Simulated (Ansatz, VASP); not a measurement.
**HfSiO4: VASP beside Ansatz**

INCAR

```
SYSTEM = HfSiO4
  ALGO = Normal
  EDIFF = 1E-7
  ENCUT = 520
  GGA = RP
  ISIF = 2
  ISMEAR = -1
  LASPH = .TRUE.
  LCHARG = .TRUE.
  LELF = .TRUE.
  LREAL = .FALSE.
  LVHAR = .TRUE.
  LWAVE = .FALSE.
  NBANDS = 50
  NELM = 100
  PREC = Accurate
  SIGMA = 0.05
```

Contents of KPOINTS:

```
k-points
0
G
  5 5 5
  0 0 0
```

File POSCAR:

```
HfSiO4
1.0
   -3.2862500000      3.2862500000      2.9816000000
    3.2862500000     -3.2862500000      2.9816000000
    3.2862500000      3.2862500000     -2.9816000000
Hf Si O
2 2 8
Direct
    0.0000000000      0.0000000000      0.0000000000
    0.7500000000      0.2500000000      0.5000000000
    0.5000000000      0.5000000000      0.0000000000
    0.2500000000      0.7500000000      0.5000000000
    0.6802000000      0.4957000000      0.8155000000
    0.2457000000      0.9302000000      0.3155000000
    0.6802000000      0.8647000000      0.1845000000
    0.6147000000      0.9302000000      0.6845000000
    0.0698000000      0.3853000000      0.3155000000
    0.5043000000      0.3198000000      0.1845000000
    0.0698000000      0.7543000000      0.6845000000
    0.1353000000      0.3198000000      0.8155000000
```

The input input.yaml:

```yaml
crystal:
  lattice:
    - [-3.28625, 3.28625, 2.9816]
    - [3.28625, -3.28625, 2.9816]
    - [3.28625, 3.28625, -2.9816]
  atoms:
    - { symbol: Hf, position: [0.0, 0.0, 0.0] }
    - { symbol: Hf, position: [0.75, 0.25, 0.5] }
    - { symbol: Si, position: [0.5, 0.5, 0.0] }
    - { symbol: Si, position: [0.25, 0.75, 0.5] }
    - { symbol: O, position: [0.6802, 0.4957, 0.8155] }
    - { symbol: O, position: [0.2457, 0.9302, 0.3155] }
    - { symbol: O, position: [0.6802, 0.8647, 0.1845] }
    - { symbol: O, position: [0.6147, 0.9302, 0.6845] }
    - { symbol: O, position: [0.0698, 0.3853, 0.3155] }
    - { symbol: O, position: [0.5043, 0.3198, 0.1845] }
    - { symbol: O, position: [0.0698, 0.7543, 0.6845] }
    - { symbol: O, position: [0.1353, 0.3198, 0.8155] }
hamiltonian:
  xc: rpbe
  pseudopotentials: { kind: paw }
kpoints:
  mp_grid: { grid: [5, 5, 5] }
  band_path:
    path:
      - [[0.0, 0.0, 0.0], [0.0, 0.0, 0.5], [-0.5, 0.5, 0.5], [0.0, 0.0, 0.0], [0.4557963036, 0.4557963036, -0.4557963036], [0.25, 0.25, 0.25], [0.0, 0.5, 0.0], [-0.4557963036, 0.5442036964, 0.4557963036], [-0.5, 0.5, 0.5]]
      - [[0.0, 0.0, 0.5], [0.25, 0.25, 0.25]]
    npoints: 10
scf:
  occupations: { method: fermi_dirac, width: 0.05 }
  n_extra_bands: 30
output:
  forces: true
  stress: true
  eigenvalues: true
  fatbands: false
```

Alike in both runs: functional RPBE; k mesh 5 × 5 × 5; occupations fermi-dirac, width 0.05 eV; no spin polarisation.

```csv
,VASP,Ansatz
version,VASP 6.6.1,Ansatz 0.2.0
potentials or method,"VASP PAW PBE potentials, release 64 (Hf_pv, Si, O)",Ansatz PAW
plane-wave cutoff (eV),520,420
valence electrons in the cell,76,108
task,single point,band structure
```

VASP gave:

- gap on the k mesh at the Fermi level (eV): 5.47
- least direct gap on the mesh (eV): 5.85
- pressure (GPa): 10.3
- traceless stress, the component that is largest in VASP (GPa): 0.77
- rms of the force components (eV/Å): 0.243

Task: Estimate Ansatz's values.

Result: gap on the k mesh at the Fermi level (eV): 5.54; least direct gap on the mesh (eV): 5.91; pressure (GPa): 12.3; traceless stress, the component that is largest in VASP (GPa): 0.65; rms of the force components (eV/Å): 0.173.

VASP's potentials were made for PBE, not for RPBE. Atom by atom the forces differ by 0.071 eV/Å (rms over components). VASP's potentials hold 76 valence electrons a cell and Ansatz's 108, so a difference there can come from the potentials and not from the codes.

Neither program's run includes spin-orbit coupling.
